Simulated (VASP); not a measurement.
# Ta (Fm-3m) in VASP: single point with HSE06

Aim: the single point of Ta with HSE06.

Program: VASP 6.6.1. These are calculated values, not measurements. Logs are shortened: lines on timing, memory, paths and dates and some standing lists are left out, and cuts for length are marked.

### 1 The cell of the first run

The structure is cubic, space group Fm-3m (No. 225). The conventional cell has a = 4.214 Å, b = 4.214 Å, c = 4.214 Å, α = 90.00°, β = 90.00°, γ = 90.00°. Within 3.9 Å of Ta (site symmetry m-3m) lie 12 Ta at 2.98 Å.

This isn't the form of Ta at room conditions, which is bcc.

### 2 Single point, HSE06 (18.70 Å³/atom)

POSCAR reads:

```
Ta
1.0
    0.0000000000      2.1068355666      2.1068355666
    2.1068355666      0.0000000000      2.1068355666
    2.1068355666      2.1068355666      0.0000000000
Ta
1
Direct
    0.0000000000      0.0000000000      0.0000000000
```

INCAR.step1 reads:

```
SYSTEM = Ta
  PREC = Accurate
  ENCUT = 520
  EDIFF = 1E-5
  ISMEAR = 0
  SIGMA = 0.05
  LREAL = .False.
  LASPH = .True.
  NELM = 80
  ALGO = Normal
  ISIF = 2
  LWAVE = .True.
  NBANDS = 12
  GGA = PE
```

INCAR.step2 reads:

```
SYSTEM = Ta
  PREC = Accurate
  ENCUT = 520
  EDIFF = 1E-6
  ISMEAR = 0
  SIGMA = 0.05
  LREAL = .False.
  LASPH = .True.
  NELM = 80
  ALGO = Normal
  ISIF = 2
  LWAVE = .False.
  LCHARG = .True.
  GGA = PE
  LHFCALC = .True.
  HFSCREEN = 0.2079
  PRECFOCK = Normal
  LELF = .True.
  LVHAR = .True.
  NBANDS = 12
  ISTART = 1
```

KPOINTS reads:

```
regular mesh
0
Gamma
  8 8 8
  0 0 0
```

Potentials or basis: VASP PAW PBE potentials, release 64 (Ta_pv).

Run with:

```console
$ cat potpaw_PBE.64/Ta_pv/POTCAR > POTCAR
$ cp INCAR.step1 INCAR
$ mpirun -np 1 vasp_std > vasp.out
$ cp INCAR.step2 INCAR
$ mpirun -np 1 vasp_std > vasp.out
```

OUTCAR:

```text
SYSTEM = Ta
   PREC = Accurate
   ENCUT = 520
   EDIFF = 1E-6
   ISMEAR = 0
   LREAL = .False.
   LASPH = .True.
   NELM = 80
   ISIF = 2
   GGA = PE
   LHFCALC = .True.
   HFSCREEN = 0.2079
   PRECFOCK = Normal
   ISTART = 1

 ion  position               nearest neighbor table
   1  0.000  0.000  0.000-

  LATTYP: Found a face centered cubic cell.
 ALAT       =     4.2136711332

  Lattice vectors:

 A1 = (   0.0000000000,   2.1068355666,   2.1068355666)
 A2 = (   2.1068355666,   0.0000000000,   2.1068355666)
 A3 = (   2.1068355666,   2.1068355666,   0.0000000000)

Analysis of symmetry for initial positions (statically):
=====================================================================
 Subroutine PRICEL returns:
 Original cell was already a primitive cell.

 Routine SETGRP: Setting up the symmetry group for a
 face centered cubic supercell.

 Subroutine GETGRP returns: Found 48 space group operations
 (whereof 48 operations were pure point group operations)
 out of a pool of 48 trial point group operations.

The static configuration has the point symmetry O_h .

Analysis of symmetry for dynamics (positions and initial velocities):
=====================================================================
 Subroutine PRICEL returns:
 Original cell was already a primitive cell.

 Routine SETGRP: Setting up the symmetry group for a
 face centered cubic supercell.

 Subroutine GETGRP returns: Found 48 space group operations
 (whereof 48 operations were pure point group operations)
 out of a pool of 48 trial point group operations.

The dynamic configuration has the point symmetry O_h .

 Subroutine INISYM returns: Found 48 space group operations
 (whereof 48 operations are pure point group operations),
 and found     1 'primitive' translations

----------------------------------------------------------------------------------------

                                     Primitive cell

  volume of cell :      18.7035

  direct lattice vectors                    reciprocal lattice vectors
     0.000000000  2.106835567  2.106835567    -0.237322745  0.237322745  0.237322745
     2.106835567  0.000000000  2.106835567     0.237322745 -0.237322745  0.237322745
     2.106835567  2.106835567  0.000000000     0.237322745  0.237322745 -0.237322745

  length of vectors
     2.979515432  2.979515432  2.979515432     0.411055052  0.411055052  0.411055052

  position of ions in fractional coordinates (direct lattice)
     0.000000000  0.000000000  0.000000000

  ion indices of the primitive-cell ions
   primitive index   ion index
                 1           1

----------------------------------------------------------------------------------------

 KPOINTS: regular mesh

Automatic generation of k-mesh.
 Grid dimensions read from file:
 generate k-points for:    8    8    8

 Generating k-lattice:

  Cartesian coordinates                     Fractional coordinates (reciprocal lattice)
    -0.029665343  0.029665343  0.029665343     0.125000000  0.000000000  0.000000000
     0.029665343 -0.029665343  0.029665343     0.000000000  0.125000000  0.000000000
     0.029665343  0.029665343 -0.029665343     0.000000000  0.000000000  0.125000000

  Length of vectors
     0.051381882  0.051381882  0.051381882

  Shift w.r.t. Gamma in fractional coordinates (k-lattice)
     0.000000000  0.000000000  0.000000000

 Subroutine IBZKPT returns following result:
 ===========================================

 Found     29 irreducible k-points:

 Following reciprocal coordinates:
            Coordinates               Weight
  0.000000  0.000000  0.000000      1.000000
  0.125000  0.000000  0.000000      8.000000
  0.250000  0.000000  0.000000      8.000000
  0.375000  0.000000  0.000000      8.000000
  0.500000  0.000000  0.000000      4.000000
  0.125000  0.125000  0.000000      6.000000
[... 16 lines left out ...]
  0.500000  0.250000  0.125000     48.000000
 -0.375000  0.250000  0.125000     24.000000
 [... further k-points ...]
   k-points           NKPTS =     29   k-points in BZ     NKDIM =    512   number of bands    NBANDS=     12
   number of dos      NEDOS =    301   number of ions     NIONS =      1
   total plane-waves  NPLWV =  13824
   dimension x,y,z NGX =    24 NGY =   24 NGZ =   24
   dimension x,y,z NGXF=    48 NGYF=   48 NGZF=   48
   ions per type =               1
   NGX,Y,Z   is equivalent  to a cutoff of  13.39, 13.39, 13.39 a.u.
   NGXF,Y,Z  is equivalent  to a cutoff of  26.78, 26.78, 26.78 a.u.
 SYSTEM =  Ta
   PREC   = accura    normal or accurate (medium, high low for compatibility)
   ISTART =      1    job   : 0-new  1-cont  2-samecut
   ICHARG =      0    charge: 1-file 2-atom 10-const
   ISPIN  =      1    spin polarized calculation?
   LNONCOLLINEAR =      F non collinear calculations
   LSORBIT =      F    spin-orbit coupling
   LASPH  =      T    aspherical Exc in radial PAW
   ENCUT  =  520.0 eV  38.22 Ry    6.18 a.u.   5.54  5.54  5.54*2*pi/ulx,y,z
   NELM   =     80;   NELMIN=  2; NELMDL=  0     # of ELM steps
   EDIFF  = 0.1E-05   stopping-criterion for ELM
   LREAL  =      F    real-space projection
   EDIFFG = 0.1E-04   stopping-criterion for IOM
   NSW    =      0    number of steps for IOM
   IBRION =     -1    ionic relax: 0-MD 1-quasi-New 2-CG
   NFREE  =      0    steps in history (QN), initial steepest desc. (CG)
   ISIF   =      2    stress and relaxation
   ISYM   =      3    0-nonsym 1-usesym 2-fastsym
   POTIM  = 0.5000    time-step for ionic-motion
   TEBEG  =    0.0;   TEEND  =   0.0 temperature during run
   PSTRESS=    0.0 pullay stress
   NELECT =      11.0000    total number of electrons
   NUPDOWN=      -1.0000    fix difference up-down
   EMIN   =  10.00;   EMAX   =-10.00  energy-range for DOS
   EFERMI =   0.00;   METHOD = LEGACY
   ISMEAR =     0;   SIGMA  =   0.05  broadening in eV -4-tet -1-fermi 0-gaus
   EFERMI_NEDOS =   21; number of points for ismear=-14 and -15
   IALGO  =     38    algorithm
   IMIX   =      1    mixing-type and parameters
     AMIX     =   0.40;   BMIX     =  1.00
     AMIX_MAG =   1.60;   BMIX_MAG =  1.00
  volume/ion in A,a.u.               =      18.70       126.22
  Fermi-wavevector in a.u.,A,eV,Ry     =   1.371614  2.591974 25.596962  1.881324
  Thomas-Fermi vector in A             =   2.497295
   LORBIT       =      0    0 simple, 1 ext, 2 COOP (PROOUT), +10 PAW based schemes
   GGA     = PE    functional components
   LHFCALC =     T    Hartree Fock is set to
   PRECFOCK=normal    Normal, Fast or Accurate (Low or Medium for compatibility)
   ENCUT4O =  -1.0   cutoff for four orbital integrals eV
   NKREDX  =     1    reduce k-point grid by
   NKREDY  =     1    reduce k-point grid by
   NKREDZ  =     1    reduce k-point grid by
   AEXX    =    0.2500 exact exchange contribution
   HFSCREEN=    0.2079 screening length (either q_TF or 0.3 A-1)
   HFSCREENC=   0.2079 screening length for correlation (either q_TF or 0.3 A-1)
   ENCUTFOCK=  -1.0 apply spherical cutoff to Coloumb kernel
   IVDW    =     0    specifies the selected vdW correction
   LEPSILON=     F    determine dielectric tensor
   LRPA    =     F    only Hartree local field effects (RPA)
 non-spin polarized calculation
 Gauss-broadening in eV      SIGMA  =   0.05
  energy-cutoff  :      520.00
  volume of cell :       18.70
 maximum number of plane-waves:       531
 NGX is ok and might be reduce to    24
  NGX = 18; NGY = 18; NGZ = 18

 number of electron      11.0000001 magnetization

 Free energy of the ion-electron system (eV)
  ---------------------------------------------------
  ext. energy  EPLUGINS =         0.00000000
  ---------------------------------------------------
  free energy    TOTEN  =       -13.26642812 eV

  energy without entropy =      -13.26511876  energy(sigma->0) =      -13.26577344

 E-fermi :   5.5524     XC(G=0): -10.1724

 val. band max:        5.5014376408   @ k =   0.1250   0.0000   0.0000
 cond. band min:       5.5855696885   @ k =   0.3750   0.2500   0.0000
 fundamental gap:      0.0841320477
 Fermi energy:         5.5524288903

 k-point     1 :       0.0000    0.0000    0.0000
  band No.  band energies     occupation
      1     -30.6485      2.00000
      2     -30.6485      2.00000
      3     -30.6485      2.00000
      4      -3.9073      2.00000
      5       6.1630      0.00000
      6       6.1630      0.00000
      7       6.1630      0.00000
      8       9.7361      0.00000
      9       9.7362      0.00000
     10      18.5748      0.00000
     11      21.4952      0.00000
     12      23.8589      0.00000

 k-point     2 :       0.1250    0.0000    0.0000
  band No.  band energies     occupation
      1     -30.8307      2.00000
      2     -30.6698      2.00000
      3     -30.6698      2.00000
      4      -3.2253      2.00000
      5       5.5014      1.85077
      6       6.4608      0.00000
      7       6.4608      0.00000
      8       9.4646      0.00000
      9       9.4646      0.00000
     10      19.8673      0.00000
     11      21.4926      0.00000
     12      21.6867      0.00000

 k-point     3 :       0.2500    0.0000    0.0000
  band No.  band energies     occupation
      1     -31.2539      2.00000
      2     -30.7209      2.00000
      3     -30.7209      2.00000
      4      -1.5638      2.00000
      5       4.5400      2.00000
      6       6.6823      0.00000
      7       6.6823      0.00000
      8       9.6579      0.00000
      9       9.6579      0.00000
     10      18.7747      0.00000
     11      21.4952      0.00000
     12      22.7118      0.00000
[... 286 lines left out ...]
 k-point    23 :       0.5000    0.2500    0.1250
  band No.  band energies     occupation
      1     -31.5620      2.00000
      2     -31.0600      2.00000
      3     -30.8527      2.00000
      4       1.3310      2.00000
      5       3.5642      2.00000
      6       4.6106      2.00000
      7       7.8251      0.00000
      8      10.3356      0.00000
      9      13.2572      0.00000
     10      17.6106      0.00000
     11      21.4956      0.00000
     12      22.0222      0.00000

 k-point    24 :      -0.3750    0.2500    0.1250
  band No.  band energies     occupation
      1     -31.6515      2.00000
      2     -31.1013      2.00000
      3     -30.8867      2.00000
      4       1.7167      2.00000
      5       3.5237      2.00000
      6       4.9808      2.00000
      7       7.5031      0.00000
      8      11.4085      0.00000
      9      14.2029      0.00000
     10      15.3479      0.00000
     11      21.4955      0.00000
     12      21.5523      0.00000

 [... further k-points ...]
[... 5 lines left out ...]
  --------------------------------------------------------------------------------------
  -------------------------------------------------------------------------------------
  Total       -0.0391779     -0.0391779     -0.0391779      0.0000000     -0.0000000      0.0000000
  in kB       -3.3560615     -3.3560615     -3.3560615      0.0000000     -0.0000000      0.0000000
  external PRESSURE =      -3.3560615 kB  Pullay stress =       0.0000000 kB

 VOLUME and BASIS-vectors are now :
 -----------------------------------------------------------------------------
  energy-cutoff  :      520.00
  volume of cell :       18.70
      direct lattice vectors                 reciprocal lattice vectors
     0.000000000  2.106835567  2.106835567    -0.237322745  0.237322745  0.237322745
     2.106835567  0.000000000  2.106835567     0.237322745 -0.237322745  0.237322745
     2.106835567  2.106835567  0.000000000     0.237322745  0.237322745 -0.237322745

 POSITION                                       TOTAL-FORCE (eV/Angst)
 -----------------------------------------------------------------------------------
      0.00000      0.00000      0.00000         0.000000      0.000000      0.000000
 -----------------------------------------------------------------------------------
    total drift:                                0.000000      0.000000      0.000000

  FREE ENERGIE OF THE ION-ELECTRON SYSTEM (eV)
  ---------------------------------------------------
  free  energy   TOTEN  =       -13.2664281219 eV

  energy  without entropy=      -13.2651187584  energy(sigma->0) =      -13.26577344
```

It took 46 min on 1 thread of Intel Xeon Platinum 8375C at 2.90GHz (Ice Lake), shared host; peak memory 0.26 GiB.

What came out:

```
Free energy            : -13.2664 eV
Pressure               : -0.3 GPa
Band gap on the k mesh : zero (an odd number of electrons rules out a gap without spin polarisation)
```

Caveat: the PAW data sets were made with another functional, which shifts forces and pressure a little; spin-orbit coupling is left out, which moves the levels of the heavy elements.
